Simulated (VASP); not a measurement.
# Rh (P6_3/mmc) in VASP: single point with r2SCAN

Aim: the single point of Rh with r2SCAN.

Everything below comes from runs of VASP 6.6.1. Logs are shortened: lines on timing, memory, paths and dates and some standing lists are left out, and cuts for length are marked.

## 1. The cell of the first run

The structure is hexagonal, space group P6_3/mmc (No. 194). The conventional cell has a = 2.704 Å, b = 2.704 Å, c = 4.357 Å, α = 90.00°, β = 90.00°, γ = 120.00°. Within 3.5 Å of Rh (site symmetry -6m2) lie 12 Rh at 2.68 to 2.70 Å.

## 2. Single point, r2SCAN

POSCAR

```
Rh
1.0
    2.7035119560      0.0000000000      0.0000000000
   -1.3517559780      2.3413100333      0.0000000000
    0.0000000000      0.0000000000      4.3568814166
Rh
2
Direct
    0.3333333333      0.6666666667      0.2500000000
    0.6666666667      0.3333333333      0.7500000000
```

INCAR.step1

```
ALGO     = Normal         # electronic algorithm
EDIFF    = 1E-5           # SCF threshold, eV
ENCUT    = 550            # plane-wave cutoff, eV
GGA      = PE             # functional
GGA_COMPAT= False        
ISMEAR   = -1             # smearing method
LASPH    = True           # aspherical terms in the spheres
LCHARG   = False          # write CHGCAR
LREAL    = False          # projectors in reciprocal space
LWAVE    = True           # write WAVECAR
NBANDS   = 22             # bands
NELM     = 120            # most SCF steps
PREC     = Accurate       # precision mode
SIGMA    = 0.1            # smearing width, eV
```

INCAR.step2

```
ALGO     = Normal         # electronic algorithm
EDIFF    = 1E-6           # SCF threshold, eV
ENCUT    = 550            # plane-wave cutoff, eV
GGA_COMPAT= False        
ISIF     = 2              # what is computed and relaxed
ISMEAR   = -1             # smearing method
ISTART   = 1            
LASPH    = True           # aspherical terms in the spheres
LCHARG   = True           # write CHGCAR
LELF     = True           # ELF
LMIXTAU  = True         
LREAL    = False          # projectors in reciprocal space
LVHAR    = True         
LWAVE    = False          # write WAVECAR
METAGGA  = R2SCAN         # meta-GGA
NBANDS   = 22             # bands
NELM     = 120            # most SCF steps
PREC     = Accurate       # precision mode
SIGMA    = 0.1            # smearing width, eV
```

KPOINTS

```
k-points
0
Gamma
  7 7 4
```

Potentials or basis: VASP PAW PBE potentials, release 64 (Rh_pv).

Launch:

```bash
> cat potpaw_PBE.64/Rh_pv/POTCAR > POTCAR
> cp INCAR.step1 INCAR
> mpirun -np 1 vasp_std > vasp.out
> cp INCAR.step2 INCAR
> mpirun -np 1 vasp_std > vasp.out
```

OUTCAR:

```text
EDIFF = 1E-6
   ENCUT = 550
   ISIF = 2
   ISMEAR = -1
   ISTART = 1
   LASPH = True
   LREAL = False
   METAGGA = R2SCAN
   NELM = 120
   PREC = Accurate

 ion  position               nearest neighbor table
   1  0.333  0.667  0.250-   2 2.68   2 2.68   2 2.68   2 2.68   2 2.68   2 2.68
   2  0.667  0.333  0.750-   1 2.68   1 2.68   1 2.68   1 2.68   1 2.68   1 2.68

  LATTYP: Found a hexagonal cell.
 ALAT       =     2.7035119560
 C/A-ratio  =     1.6115635838

  Lattice vectors:

 A1 = (   2.7035119560,   0.0000000000,   0.0000000000)
 A2 = (  -1.3517559780,   2.3413100333,   0.0000000000)
 A3 = (   0.0000000000,   0.0000000000,   4.3568814166)

Analysis of symmetry for initial positions (statically):
=====================================================================
 Subroutine PRICEL returns:
 Original cell was already a primitive cell.

 Routine SETGRP: Setting up the symmetry group for a
 hexagonal supercell.

 Subroutine GETGRP returns: Found 24 space group operations
 (whereof 12 operations were pure point group operations)
 out of a pool of 24 trial point group operations.

The static configuration has the point symmetry D_3d.
 The point group associated with its full space group is D_6h.

Analysis of symmetry for dynamics (positions and initial velocities):
=====================================================================
 Subroutine PRICEL returns:
 Original cell was already a primitive cell.

 Routine SETGRP: Setting up the symmetry group for a
 hexagonal supercell.

 Subroutine GETGRP returns: Found 24 space group operations
 (whereof 12 operations were pure point group operations)
 out of a pool of 24 trial point group operations.

The dynamic configuration has the point symmetry D_3d.
 The point group associated with its full space group is D_6h.

 Subroutine INISYM returns: Found 24 space group operations
 (whereof 12 operations are pure point group operations),
 and found     1 'primitive' translations

----------------------------------------------------------------------------------------

                                     Primitive cell

  volume of cell :      27.5780

  direct lattice vectors                    reciprocal lattice vectors
     2.703511956  0.000000000  0.000000000     0.369889246  0.213555656  0.000000000
    -1.351755978  2.341310033  0.000000000     0.000000000  0.427111312  0.000000000
     0.000000000  0.000000000  4.356881417     0.000000000  0.000000000  0.229521969

  length of vectors
     2.703511956  2.703511956  4.356881417     0.427111312  0.427111312  0.229521969

  position of ions in fractional coordinates (direct lattice)
     0.333333333  0.666666667  0.250000000
     0.666666667  0.333333333  0.750000000

  ion indices of the primitive-cell ions
   primitive index   ion index
                 1           1
                 2           2

----------------------------------------------------------------------------------------

 KPOINTS: k-points

Automatic generation of k-mesh.
 Grid dimensions read from file:
 generate k-points for:    7    7    4

 Generating k-lattice:

  Cartesian coordinates                     Fractional coordinates (reciprocal lattice)
     0.052841321  0.030507951  0.000000000     0.142857143  0.000000000  0.000000000
     0.000000000  0.061015902  0.000000000     0.000000000  0.142857143  0.000000000
     0.000000000  0.000000000  0.057380492     0.000000000  0.000000000  0.250000000

  Length of vectors
     0.061015902  0.061015902  0.057380492

  Shift w.r.t. Gamma in fractional coordinates (k-lattice)
     0.000000000  0.000000000  0.000000000

 Subroutine IBZKPT returns following result:
 ===========================================

 Found     24 irreducible k-points:

 Following reciprocal coordinates:
            Coordinates               Weight
  0.000000  0.000000  0.000000      1.000000
  0.142857 -0.000000  0.000000      6.000000
  0.285714  0.000000  0.000000      6.000000
  0.428571 -0.000000  0.000000      6.000000
  0.142857  0.142857  0.000000      6.000000
  0.285714  0.142857  0.000000     12.000000
[... 16 lines left out ...]
  0.428571  0.142857  0.500000      6.000000
  0.285714  0.285714  0.500000      6.000000
   k-points           NKPTS =     24   k-points in BZ     NKDIM =     24   number of bands    NBANDS=     22
   number of dos      NEDOS =    301   number of ions     NIONS =      2
   total plane-waves  NPLWV =  20736
   dimension x,y,z NGX =    24 NGY =   24 NGZ =   36
   dimension x,y,z NGXF=    48 NGYF=   48 NGZF=   72
   ions per type =               2
   NGX,Y,Z   is equivalent  to a cutoff of  14.76, 14.76, 13.74 a.u.
   NGXF,Y,Z  is equivalent  to a cutoff of  29.52, 29.52, 27.47 a.u.
 SYSTEM =  unknown system
   PREC   = accura    normal or accurate (medium, high low for compatibility)
   ISTART =      1    job   : 0-new  1-cont  2-samecut
   ICHARG =      0    charge: 1-file 2-atom 10-const
   ISPIN  =      1    spin polarized calculation?
   LNONCOLLINEAR =      F non collinear calculations
   LSORBIT =      F    spin-orbit coupling
   LASPH  =      T    aspherical Exc in radial PAW
   ENCUT  =  550.0 eV  40.42 Ry    6.36 a.u.   5.17  5.17  8.33*2*pi/ulx,y,z
   NELM   =    120;   NELMIN=  2; NELMDL=  0     # of ELM steps
   EDIFF  = 0.1E-05   stopping-criterion for ELM
   LREAL  =      F    real-space projection
   EDIFFG = 0.1E-04   stopping-criterion for IOM
   NSW    =      0    number of steps for IOM
   IBRION =     -1    ionic relax: 0-MD 1-quasi-New 2-CG
   NFREE  =      0    steps in history (QN), initial steepest desc. (CG)
   ISIF   =      2    stress and relaxation
   ISYM   =      2    0-nonsym 1-usesym 2-fastsym
   POTIM  = 0.5000    time-step for ionic-motion
   TEBEG  =    0.0;   TEEND  =   0.0 temperature during run
   PSTRESS=    0.0 pullay stress
   NELECT =      30.0000    total number of electrons
   NUPDOWN=      -1.0000    fix difference up-down
   EMIN   =  10.00;   EMAX   =-10.00  energy-range for DOS
   EFERMI =   0.00;   METHOD = LEGACY
   ISMEAR =    -1;   SIGMA  =   0.10  broadening in eV -4-tet -1-fermi 0-gaus
   EFERMI_NEDOS =   21; number of points for ismear=-14 and -15
   IALGO  =     38    algorithm
   IMIX   =      4    mixing-type and parameters
     AMIX     =   0.40;   BMIX     =  1.00
     AMIX_MAG =   1.60;   BMIX_MAG =  1.00
  volume/ion in A,a.u.               =      13.79        93.05
  Fermi-wavevector in a.u.,A,eV,Ry     =   1.683685  3.181704 38.569745  2.834796
  Thomas-Fermi vector in A             =   2.766842
   LORBIT       =      0    0 simple, 1 ext, 2 COOP (PROOUT), +10 PAW based schemes
   METAGGA = R2SCAN    functional components
   LHFCALC =     F    Hartree Fock is set to
   AEXX    =    0.0000 exact exchange contribution
   IVDW    =     0    specifies the selected vdW correction
   LEPSILON=     F    determine dielectric tensor
   LRPA    =     F    only Hartree local field effects (RPA)
 non-spin polarized calculation
  energy-cutoff  :      550.00
  volume of cell :       27.58
 maximum number of plane-waves:       821
 NGX is ok and might be reduce to    24
   NGX = 11   NGY = 11   NGZ = 17

 number of electron      30.0000004 magnetization

 Free energy of the ion-electron system (eV)
  ---------------------------------------------------
  ext. energy  EPLUGINS =         0.00000000
  ---------------------------------------------------
  free energy    TOTEN  =       -48.29894938 eV

  energy without entropy =      -48.21982838  energy(sigma->0) =      -48.25938888

 E-fermi :  11.7921     XC(G=0): -15.1857

 val. band max:       11.5659258437   @ k =   0.4286  -0.0000   0.2500
 cond. band min:      11.8111839351   @ k =   0.1429  -0.0000   0.5000
 fundamental gap:      0.2452580914
 Fermi energy:        11.7920960168

 k-point     1 :       0.0000    0.0000    0.0000
  band No.  band energies     occupation
      1     -36.8647      2.00000
      2     -36.2129      2.00000
      3     -36.2129      2.00000
      4     -36.0969      2.00000
      5     -36.0969      2.00000
      6     -36.0594      2.00000
[... 14 lines left out ...]
     21      29.0886      0.00000
     22      29.0887      0.00000

 k-point     2 :       0.1429   -0.0000    0.0000
  band No.  band energies     occupation
      1     -36.8154      2.00000
      2     -36.3207      2.00000
      3     -36.2476      2.00000
      4     -36.2080      2.00000
      5     -36.1141      2.00000
      6     -36.0809      2.00000
[... 14 lines left out ...]
     21      29.0883      0.00000
     22      29.0892      0.00000

 k-point     3 :       0.2857    0.0000    0.0000
  band No.  band energies     occupation
      1     -36.6880      2.00000
      2     -36.5633      2.00000
      3     -36.4485      2.00000
      4     -36.3217      2.00000
      5     -36.1561      2.00000
      6     -36.1457      2.00000
[... 14 lines left out ...]
     21      28.6142      0.00000
     22      29.0884      0.00000

 k-point     4 :       0.4286   -0.0000    0.0000
  band No.  band energies     occupation
      1     -36.7579      2.00000
      2     -36.6330      2.00000
      3     -36.5474      2.00000
      4     -36.3787      2.00000
      5     -36.2358      2.00000
      6     -36.1914      2.00000
[... 14 lines left out ...]
     21      25.9104      0.00000
     22      27.1502      0.00000

 k-point     5 :       0.1429    0.1429    0.0000
  band No.  band energies     occupation
      1     -36.7266      2.00000
      2     -36.4584      2.00000
      3     -36.4211      2.00000
      4     -36.2752      2.00000
      5     -36.1706      2.00000
      6     -36.1246      2.00000
[... 417 lines left out ...]
 k-point    22 :       0.2857    0.1429    0.5000
  band No.  band energies     occupation
      1     -36.7275      2.00000
      2     -36.7275      2.00000
      3     -36.3629      2.00000
      4     -36.3629      2.00000
      5     -36.2354      2.00000
      6     -36.2354      2.00000
[... 14 lines left out ...]
     21      27.7229      0.00000
     22      27.7229      0.00000

 k-point    23 :       0.4286    0.1429    0.5000
  band No.  band energies     occupation
      1     -36.7972      2.00000
      2     -36.7972      2.00000
      3     -36.3996      2.00000
      4     -36.3996      2.00000
      5     -36.2323      2.00000
      6     -36.2323      2.00000
[... 14 lines left out ...]
     21      26.8706      0.00000
     22      26.8706      0.00000

 k-point    24 :       0.2857    0.2857    0.5000
  band No.  band energies     occupation
      1     -36.7335      2.00000
      2     -36.7335      2.00000
      3     -36.5054      2.00000
      4     -36.5054      2.00000
      5     -36.2183      2.00000
      6     -36.2183      2.00000
[... 14 lines left out ...]
     21      23.3554      0.00000
     22      23.3554      0.00000

------------------------ aborting loop because EDIFF is reached ----------------------------------------

  FORCE on cell =-STRESS in cart. coord.  units (eV):
  Direction    XX          YY          ZZ          XY          YZ          ZX
  --------------------------------------------------------------------------------------
  -------------------------------------------------------------------------------------
  Total       -0.2693974     -0.2693974      0.6303007      0.0000000      0.0000000      0.0000000
  in kB      -15.6509602    -15.6509602     36.6180647      0.0000000      0.0000000      0.0000000
  external PRESSURE =       1.7720481 kB  Pullay stress =       0.0000000 kB

 VOLUME and BASIS-vectors are now :
 -----------------------------------------------------------------------------
  energy-cutoff  :      550.00
  volume of cell :       27.58
      direct lattice vectors                 reciprocal lattice vectors
     2.703511956  0.000000000  0.000000000     0.369889246  0.213555656  0.000000000
    -1.351755978  2.341310033  0.000000000     0.000000000  0.427111312  0.000000000
     0.000000000  0.000000000  4.356881417     0.000000000  0.000000000  0.229521969

 POSITION                                       TOTAL-FORCE (eV/Angst)
 -----------------------------------------------------------------------------------
     -0.00000      1.56087      1.08922        -0.000000     -0.000000      0.000000
      1.35176      0.78044      3.26766         0.000000      0.000000      0.000000
 -----------------------------------------------------------------------------------
    total drift:                               -0.000000      0.000000     -0.000000

  FREE ENERGIE OF THE ION-ELECTRON SYSTEM (eV)
  ---------------------------------------------------
  free  energy   TOTEN  =       -48.2989493825 eV

  energy  without entropy=      -48.2198283792  energy(sigma->0) =      -48.25938888
```

Run time: 31 s. Hardware: 1 thread of Intel Xeon Platinum 8488C (Sapphire Rapids), shared host; peak memory 0.16 GiB.

Results:

- Free energy: -48.2989 eV
- Pressure: 0.2 GPa
- Band gap on the k mesh: zero (band 15 reaches 12.26 eV, above the bottom of band 16 at 10.13 eV)

Caveat: the k points lie up to 0.38 Å⁻¹ apart; the PAW data sets were made with another functional, which shifts forces and pressure a little.
